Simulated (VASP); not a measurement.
# Si3H2C3 in VASP: notebook

Si3H2C3 is run at these levels: PBEsol; tasks: single point.

All numbers are computed with VASP 6.6.1; they aren't measurements. Logs are shortened: lines on timing, memory, paths and dates and some standing lists are left out, and cuts for length are marked.

## (1) The cell of the first run

The cell holds a slab with vacuum, 8 atoms: a = 3.081 Å, b = 3.081 Å, c = 21.160 Å, α = 90.00°, β = 90.00°, γ = 120.00°.

## (2) Single point, PBEsol

Input file INCAR:

```
SYSTEM = Si3H2C3
PREC = Accurate
ENCUT = 520
EDIFF = 1E-7
ISMEAR = -1
SIGMA = 0.05
LREAL = .False.
LASPH = .True.
NELM = 80
ALGO = Normal
ISIF = 2
LWAVE = .False.
LCHARG = .False.
GGA = PS
NBANDS = 23
```

Input file KPOINTS:

```
Automatic mesh
0
Gamma
  1 1 1
  0.5 0.5 0.5
```

Input file POSCAR:

```
Si3H2C3
1.0
    2.1784270000     -2.1784270000      0.0000000000
    0.0000000000      2.1784270000     -2.1784270000
   12.2165690000     12.2165690000     12.2165690000
Si C H
3 3 2
Direct
    0.0084070000      0.0018000000      0.6321410000
    0.3497950000      0.6559100000      0.3956210000
    0.6463430000      0.3188270000      0.5134920000
    0.0033880000      0.0118120000      0.3665580000
    0.3488800000      0.6686310000      0.4866310000
    0.6405540000      0.3233780000      0.6036390000
    0.0256670000      0.0166950000      0.7038150000
    0.0075650000      0.0047030000      0.3134400000
```

Potentials or basis: VASP PAW PBE potentials, release 64 (Si, C, H).

Started as:

```bash
cat potpaw_PBE.64/Si/POTCAR potpaw_PBE.64/C/POTCAR potpaw_PBE.64/H/POTCAR > POTCAR
mpirun -np 1 vasp_std > vasp.out
```

OUTCAR:

```text
SYSTEM = Si3H2C3
   PREC = Accurate
   ENCUT = 520
   EDIFF = 1E-7
   ISMEAR = -1
   LREAL = .False.
   LASPH = .True.
   NELM = 80
   ISIF = 2
   GGA = PS

 ion  position               nearest neighbor table
   1  0.008  0.002  0.632-   7 1.52   6 1.79   6 1.91   6 1.94   3 3.03   3 3.10   3 3.10
   2  0.350  0.656  0.396-   4 1.83   4 1.85   5 1.93   4 1.97   3 3.01   3 3.06   3 3.12
   3  0.646  0.319  0.513-   5 1.82   5 1.83   6 1.91   5 1.96   2 3.01   1 3.03   2 3.06   1 3.10
                             1 3.10   2 3.12
   4  0.003  0.012  0.367-   8 1.12   2 1.83   2 1.85   2 1.97
   5  0.349  0.669  0.487-   3 1.82   3 1.83   2 1.93   3 1.96
   6  0.641  0.323  0.604-   1 1.79   3 1.91   1 1.91   1 1.94
   7  0.026  0.017  0.704-   1 1.52
   8  0.008  0.005  0.313-   4 1.12

  LATTYP: Found a hexagonal cell.
 ALAT       =     3.0807610080
 C/A-ratio  =     6.8683413439

  Lattice vectors:

 A1 = (   2.1784270000,  -2.1784270000,   0.0000000000)
 A2 = (   0.0000000000,   2.1784270000,  -2.1784270000)
 A3 = (  12.2165690000,  12.2165690000,  12.2165690000)

Analysis of symmetry for initial positions (statically):
=====================================================================
 Subroutine PRICEL returns:
 Original cell was already a primitive cell.

 Routine SETGRP: Setting up the symmetry group for a
 hexagonal supercell.

 Subroutine GETGRP returns: Found  1 space group operations
 (whereof  1 operations were pure point group operations)
 out of a pool of 24 trial point group operations.

The static configuration has the point symmetry C_1 .

Analysis of symmetry for dynamics (positions and initial velocities):
=====================================================================
 Subroutine PRICEL returns:
 Original cell was already a primitive cell.

 Routine SETGRP: Setting up the symmetry group for a
 hexagonal supercell.

 Subroutine GETGRP returns: Found  1 space group operations
 (whereof  1 operations were pure point group operations)
 out of a pool of 24 trial point group operations.

The dynamic configuration has the point symmetry C_1 .

 Subroutine INISYM returns: Found  1 space group operations
 (whereof  1 operations are pure point group operations),
 and found     1 'primitive' translations

[... 87 lines left out ...]
   NSW    =      0    number of steps for IOM
   IBRION =     -1    ionic relax: 0-MD 1-quasi-New 2-CG
   NFREE  =      0    steps in history (QN), initial steepest desc. (CG)
   ISIF   =      2    stress and relaxation
   ISYM   =      2    0-nonsym 1-usesym 2-fastsym
   POTIM  = 0.5000    time-step for ionic-motion
   TEBEG  =    0.0;   TEEND  =   0.0 temperature during run
   PSTRESS=    0.0 pullay stress
   NELECT =      26.0000    total number of electrons
   NUPDOWN=      -1.0000    fix difference up-down
   EMIN   =  10.00;   EMAX   =-10.00  energy-range for DOS
   EFERMI =   0.00;   METHOD = LEGACY
   ISMEAR =    -1;   SIGMA  =   0.05  broadening in eV -4-tet -1-fermi 0-gaus
   EFERMI_NEDOS =   21; number of points for ismear=-14 and -15
   IALGO  =     38    algorithm
   IMIX   =      4    mixing-type and parameters
     AMIX     =   0.40;   BMIX     =  1.00
     AMIX_MAG =   1.60;   BMIX_MAG =  1.00
  volume/ion in A,a.u.               =      21.74       146.71
  Fermi-wavevector in a.u.,A,eV,Ry     =   0.868855  1.641897 10.271151  0.754908
  Thomas-Fermi vector in A             =   1.987593
   LORBIT       =      0    0 simple, 1 ext, 2 COOP (PROOUT), +10 PAW based schemes
   GGA     = PS    functional components
   LHFCALC =     F    Hartree Fock is set to
   AEXX    =    0.0000 exact exchange contribution
   IVDW    =     0    specifies the selected vdW correction
   LEPSILON=     F    determine dielectric tensor
   LRPA    =     F    only Hartree local field effects (RPA)
 non-spin polarized calculation
  energy-cutoff  :      520.00
  volume of cell :      173.92
 maximum number of plane-waves:      4728
 NGX is ok and might be reduce to    24
   NGX = 11   NGY = 11   NGZ = 79

 number of electron      26.0000000 magnetization

 Free energy of the ion-electron system (eV)
  ---------------------------------------------------
  ext. energy  EPLUGINS =         0.00000000
  ---------------------------------------------------
  free energy    TOTEN  =       -56.90673052 eV

  energy without entropy =      -56.90673052  energy(sigma->0) =      -56.90673052

 E-fermi :   0.0936     XC(G=0):  -5.1222

 val. band max:       -1.0982756465   @ k =   0.0000   0.5000   0.5000
 cond. band min:       2.2151483250   @ k =   0.0000   0.5000   0.5000
 fundamental gap:      3.3134239715
 Fermi energy:         0.0935846670

 k-point     1 :       0.5000    0.5000    0.5000
  band No.  band energies     occupation
      1     -11.5809      2.00000
      2     -11.1119      2.00000
      3     -10.5889      2.00000
      4      -7.9128      2.00000
      5      -7.4008      2.00000
      6      -6.7245      2.00000
[... 67 lines left out ...]
     22       8.4729      0.00000
     23       9.1459      0.00000

------------------------ aborting loop because EDIFF is reached ----------------------------------------

  FORCE on cell =-STRESS in cart. coord.  units (eV):
  Direction    XX          YY          ZZ          XY          YZ          ZX
  --------------------------------------------------------------------------------------
  -------------------------------------------------------------------------------------
  Total        0.2477335      1.0990288      1.4172679     -4.3084775     -3.9347270     -5.6262288
  in kB        2.2821216     10.1242558     13.0558752    -39.6897057    -36.2467150    -51.8288347
  external PRESSURE =       8.4874175 kB  Pullay stress =       0.0000000 kB

 VOLUME and BASIS-vectors are now :
 -----------------------------------------------------------------------------
  energy-cutoff  :      520.00
  volume of cell :      173.92
      direct lattice vectors                 reciprocal lattice vectors
     2.178427000 -2.178427000  0.000000000     0.306031217 -0.153015609 -0.153015609
     0.000000000  2.178427000 -2.178427000     0.153015609  0.153015609 -0.306031217
    12.216569000 12.216569000 12.216569000     0.027285348  0.027285348  0.027285348

 POSITION                                       TOTAL-FORCE (eV/Angst)
 -----------------------------------------------------------------------------------
      7.74091      7.70820      7.71867        -1.286961      1.443110      1.032540
      5.59513      5.49998      3.40428        -0.150504      1.803980     -0.740752
      7.68112      5.55964      5.57857         2.401761      0.175085      0.292562
      4.48546      4.49643      4.45235         0.156521     -1.692842      0.697384
      6.70497      6.64152      4.48840        -2.393470     -0.362148     -0.339340
      8.76980      6.68345      6.66994         1.384347     -1.504253     -1.064854
      8.65412      8.57866      8.56184        -0.810261     -0.633903     -0.555100
      3.84564      3.82293      3.81892         0.698567      0.770972      0.677560
 -----------------------------------------------------------------------------------
    total drift:                                0.000116      0.000277      0.000253

  FREE ENERGIE OF THE ION-ELECTRON SYSTEM (eV)
  ---------------------------------------------------
  free  energy   TOTEN  =       -56.9067305169 eV

  energy  without entropy=      -56.9067305168  energy(sigma->0) =      -56.90673052
```

It took 26 s on 1 thread of Intel Xeon Platinum 8559C (Emerald Rapids), shared host; peak memory 0.26 GiB.

Results:

- Free energy: -56.9067 eV
- Largest force: 2.444 eV/Å
- Band gap on the k mesh: 3.31 eV, direct

Forces in eV/Å, atoms in the order of the input:
```
Si  -1.287  1.443  1.033
Si  -0.151  1.804 -0.741
Si   2.402  0.175  0.293
C    0.157 -1.693  0.697
C   -2.393 -0.362 -0.339
C    1.384 -1.504 -1.065
H   -0.810 -0.634 -0.555
H    0.699  0.771  0.678
```

Caveat: the k points lie up to 2.36 Å⁻¹ apart; the PAW data sets were made with another functional, which shifts forces and pressure a little.

## (3) Single point, PBEsol

Input file INCAR:

```
ALGO = Normal
EDIFF = 1E-6
ENCUT = 520
GGA = PS
ISIF = 2
ISMEAR = -1
LASPH = True
LCHARG = True
LELF = True
LREAL = False
LVHAR = True
LWAVE = False
NBANDS = 23
NELM = 100
PREC = Accurate
SIGMA = 0.05
```

Input file KPOINTS:

```
k-points
0
Gamma
  4 4 1
```

POSCAR is that of step 2.

Potentials or basis: VASP PAW PBE potentials, release 64 (Si, C, H).

Started as:

```bash
cat potpaw_PBE.64/Si/POTCAR potpaw_PBE.64/C/POTCAR potpaw_PBE.64/H/POTCAR > POTCAR
mpirun -np 1 vasp_std > vasp.out
```

OUTCAR:

```text
EDIFF = 1E-6
   ENCUT = 520
   GGA = PS
   ISIF = 2
   ISMEAR = -1
   LASPH = True
   LREAL = False
   NELM = 100
   PREC = Accurate

 ion  position               nearest neighbor table
   1  0.008  0.002  0.632-   7 1.52   6 1.79   6 1.91   6 1.94   3 3.03   3 3.10   3 3.10
   2  0.350  0.656  0.396-   4 1.83   4 1.85   5 1.93   4 1.97   3 3.01   3 3.06   3 3.12
   3  0.646  0.319  0.513-   5 1.82   5 1.83   6 1.91   5 1.96   2 3.01   1 3.03   2 3.06   1 3.10
                             1 3.10   2 3.12
   4  0.003  0.012  0.367-   8 1.12   2 1.83   2 1.85   2 1.97
   5  0.349  0.669  0.487-   3 1.82   3 1.83   2 1.93   3 1.96
   6  0.641  0.323  0.604-   1 1.79   3 1.91   1 1.91   1 1.94
   7  0.026  0.017  0.704-   1 1.52
   8  0.008  0.005  0.313-   4 1.12

  LATTYP: Found a hexagonal cell.
 ALAT       =     3.0807610080
 C/A-ratio  =     6.8683413439

  Lattice vectors:

 A1 = (   2.1784270000,  -2.1784270000,   0.0000000000)
 A2 = (   0.0000000000,   2.1784270000,  -2.1784270000)
 A3 = (  12.2165690000,  12.2165690000,  12.2165690000)

Analysis of symmetry for initial positions (statically):
=====================================================================
 Subroutine PRICEL returns:
 Original cell was already a primitive cell.

 Routine SETGRP: Setting up the symmetry group for a
 hexagonal supercell.

 Subroutine GETGRP returns: Found  1 space group operations
 (whereof  1 operations were pure point group operations)
 out of a pool of 24 trial point group operations.

The static configuration has the point symmetry C_1 .

Analysis of symmetry for dynamics (positions and initial velocities):
=====================================================================
 Subroutine PRICEL returns:
 Original cell was already a primitive cell.

[... 126 lines left out ...]
  Fermi-wavevector in a.u.,A,eV,Ry     =   0.868855  1.641897 10.271151  0.754908
  Thomas-Fermi vector in A             =   1.987593
   LORBIT       =      0    0 simple, 1 ext, 2 COOP (PROOUT), +10 PAW based schemes
   GGA     = PS    functional components
   LHFCALC =     F    Hartree Fock is set to
   AEXX    =    0.0000 exact exchange contribution
   IVDW    =     0    specifies the selected vdW correction
   LEPSILON=     F    determine dielectric tensor
   LRPA    =     F    only Hartree local field effects (RPA)
 non-spin polarized calculation
  energy-cutoff  :      520.00
  volume of cell :      173.92
 maximum number of plane-waves:      4699
 NGX is ok and might be reduce to    24
   NGX = 11   NGY = 11   NGZ = 79

 number of electron      26.0000000 magnetization

 Free energy of the ion-electron system (eV)
  ---------------------------------------------------
  ext. energy  EPLUGINS =         0.00000000
  ---------------------------------------------------
  free energy    TOTEN  =       -53.77748889 eV

  energy without entropy =      -53.77748888  energy(sigma->0) =      -53.77748889

 E-fermi :   0.8444     XC(G=0):  -5.2181

 val. band max:       -0.0436044694   @ k =   0.0000   0.0000   0.0000
 cond. band min:       1.7660999603   @ k =   0.0000   0.5000   0.0000
 fundamental gap:      1.8097044297
 Fermi energy:         0.8443528361

 k-point     1 :       0.0000    0.0000    0.0000
  band No.  band energies     occupation
      1     -15.3281      2.00000
      2     -14.2174      2.00000
      3     -12.9191      2.00000
      4      -8.2430      2.00000
      5      -6.3435      2.00000
      6      -3.6824      2.00000
[... 249 lines left out ...]
     22       8.4842      0.00000
     23       8.8793      0.00000

------------------------ aborting loop because EDIFF is reached ----------------------------------------

  FORCE on cell =-STRESS in cart. coord.  units (eV):
  Direction    XX          YY          ZZ          XY          YZ          ZX
  --------------------------------------------------------------------------------------
  -------------------------------------------------------------------------------------
  Total        0.2928113      0.8613408      1.0315400     -0.7919156     -0.5709146     -1.9909124
  in kB        2.6973782      7.9346735      9.5025494     -7.2951286     -5.2592670    -18.3402906
  external PRESSURE =       6.7115337 kB  Pullay stress =       0.0000000 kB

 VOLUME and BASIS-vectors are now :
 -----------------------------------------------------------------------------
  energy-cutoff  :      520.00
  volume of cell :      173.92
      direct lattice vectors                 reciprocal lattice vectors
     2.178427000 -2.178427000  0.000000000     0.306031217 -0.153015609 -0.153015609
     0.000000000  2.178427000 -2.178427000     0.153015609  0.153015609 -0.306031217
    12.216569000 12.216569000 12.216569000     0.027285348  0.027285348  0.027285348

 POSITION                                       TOTAL-FORCE (eV/Angst)
 -----------------------------------------------------------------------------------
      7.74091      7.70820      7.71867        -1.283310      1.226362      0.870261
      5.59513      5.49998      3.40428        -0.388811      1.413932     -0.917252
      7.68112      5.55964      5.57857         2.039404     -0.000113      0.106637
      4.48546      4.49643      4.45235         0.344970     -1.317296      0.846701
      6.70497      6.64152      4.48840        -2.142396     -0.186884     -0.204976
      8.76980      6.68345      6.66994         1.384506     -1.363545     -0.937431
      8.65412      8.57866      8.56184        -0.211225     -0.053938     -0.002317
      3.84564      3.82293      3.81892         0.256862      0.281482      0.238376
 -----------------------------------------------------------------------------------
    total drift:                                0.000129      0.000305      0.000272

  FREE ENERGIE OF THE ION-ELECTRON SYSTEM (eV)
  ---------------------------------------------------
  free  energy   TOTEN  =       -53.7774888899 eV

  energy  without entropy=      -53.7774888849  energy(sigma->0) =      -53.77748889
```

OSZICAR:

```text
N       E                     dE             d eps       ncg     rms          rms(c)
DAV:   1     0.117385933656E+03    0.11739E+03   -0.10387E+04   460   0.904E+02
DAV:   2    -0.444449121024E+02   -0.16183E+03   -0.15454E+03   635   0.187E+02
DAV:   3    -0.596840186166E+02   -0.15239E+02   -0.15065E+02   587   0.571E+01
[... 15 lines left out ...]
DAV:  19    -0.537774609863E+02   -0.86783E-04   -0.72363E-06   546   0.774E-03    0.174E-03
DAV:  20    -0.537774758839E+02   -0.14898E-04   -0.57511E-07   490   0.262E-03    0.493E-04
DAV:  21    -0.537774863762E+02   -0.10492E-04   -0.70122E-07   461   0.229E-03    0.281E-04
DAV:  22    -0.537774881984E+02   -0.18222E-05   -0.53828E-08   501   0.867E-04    0.903E-05
DAV:  23    -0.537774888899E+02   -0.69152E-06   -0.16544E-08   434   0.440E-04
   1 F= -.53777489E+02 E0= -.53777489E+02  d E =-.504806E-08
```

stdout:

```text
POSCAR found type information on POSCAR SiC H
 POSCAR found :  3 types and       8 ions
 scaLAPACK will be used
 -----------------------------------------------------------------------------
|                                                                             |
|                                                                             |
|     You enforced a specific xc type in the INCAR file but a different       |
|     I HOPE YOU KNOW WHAT YOU ARE DOING!                                     |
|                                                                             |
 -----------------------------------------------------------------------------

 LDA part: xc-table for (Slater+PW92), standard interpolation
 POSCAR, INCAR and KPOINTS ok, starting setup
 FFT: planning ... GRIDC
 FFT: planning ... GRID_SOFT
 FFT: planning ... GRID
 WAVECAR not read
 entering main loop
```

Run time: 54 s. Hardware: 1 thread of Intel Xeon Platinum 8559C (Emerald Rapids), shared host; peak memory 0.28 GiB.

What came out:

```
Free energy            : -53.7775 eV
Largest force          : 2.160 eV/Å
Band gap on the k mesh : 1.81 eV, indirect (least direct gap 3.26 eV)
```

Forces in eV/Å, atoms in the order of the input:
```
Si  -1.283  1.226  0.870
Si  -0.389  1.414 -0.917
Si   2.039  0.000  0.107
C    0.345 -1.317  0.847
C   -2.142 -0.187 -0.205
C    1.385 -1.364 -0.937
H   -0.211 -0.054 -0.002
H    0.257  0.281  0.238
```

Levels at points of the mesh, in eV from the valence-band top:
| k point | band 9 | band 10 | band 11 | band 12 | band 13 | band 14 | band 15 | band 16 | band 17 | band 18 |
| --- | --- | --- | --- | --- | --- | --- | --- | --- | --- | --- |
| (0.00, 0.00, 0.00) | -1.01 | -0.87 | -0.39 | -0.13 | 0.00 | 3.42 | 4.82 | 5.11 | 5.47 | 5.65 |
| (0.50, 0.00, 0.00) | -3.30 | -3.25 | -2.08 | -1.81 | -1.50 | 1.86 | 3.67 | 4.43 | 5.10 | 6.08 |
| (0.00, 0.50, 0.00) | -3.40 | -3.07 | -2.18 | -1.64 | -1.45 | 1.81 | 3.50 | 4.40 | 5.24 | 6.06 |
| (0.50, 0.50, 0.00) | -3.36 | -3.16 | -2.44 | -1.66 | -1.63 | 1.83 | 3.44 | 4.45 | 5.17 | 6.12 |

Caveat: the k points lie up to 0.59 Å⁻¹ apart; the PAW data sets were made with another functional, which shifts forces and pressure a little.

## (4) Single point, PBEsol

Input file INCAR:

```
SYSTEM = Si3H2C3
  ALGO = Normal
  EDIFF = 1E-6
  ENCUT = 520
  GGA = PS
  ISIF = 2
  ISMEAR = -1
  LASPH = .True.
  LCHARG = .False.
  LREAL = .False.
  LWAVE = .False.
  NBANDS = 23
  NELECT = 20.0
  NELM = 80
  PREC = Accurate
  SIGMA = 0.05
```

Input file KPOINTS:

```
k-points
0
Gamma
  4 4 1
  0 0 0
```

POSCAR is that of step 3.

Started as:

```bash
cat potpaw_PBE.64/Si/POTCAR potpaw_PBE.64/C/POTCAR potpaw_PBE.64/H/POTCAR > POTCAR
mpirun -np 1 vasp_std > vasp.out
```

Run time: 59 s. Hardware: 1 thread of Intel Xeon Platinum 8559C (Emerald Rapids), shared host; peak memory 0.28 GiB.

Results (log left out):

| Quantity | Value |
| --- | --- |
| Free energy | 128.4223 eV |
| Largest force | 37.477 eV/Å |

Forces in eV/Å, atoms in the order of the input:
```
Si    1.639   3.895   4.215
Si   -5.130  -4.283  -5.630
Si    1.485   0.191   0.313
C     2.964   2.869   3.295
C    -1.656  -0.345  -0.472
C     0.807  -1.075  -1.063
H    21.364  20.890  20.632
H   -21.473 -22.140 -21.290
```

Levels at points of the mesh, in eV from the Fermi level:
```
           k point  band 7  band 8  band 9  band 10  band 11  band 12  band 13  band 14
(0.00, 0.00, 0.00)    0.21    0.47    0.82     0.92     1.13     1.39     6.27     7.10
(0.50, 0.00, 0.00)   -1.88   -1.82   -0.96    -0.47     0.06     0.64     3.89     5.31
(0.00, 0.50, 0.00)   -1.68   -1.65   -1.21    -0.62     0.15     0.59     4.14     5.32
(0.50, 0.50, 0.00)   -1.72   -1.57   -1.28    -0.78    -0.10     0.61     4.19     5.29
```

Caveat: the k points lie up to 0.59 Å⁻¹ apart; the cell carries a net charge on a neutralising background, which shifts energy and pressure; the cell is charged against a uniform background, so pressure and absolute levels hang on convention; the PAW data sets were made with another functional, which shifts forces and pressure a little.
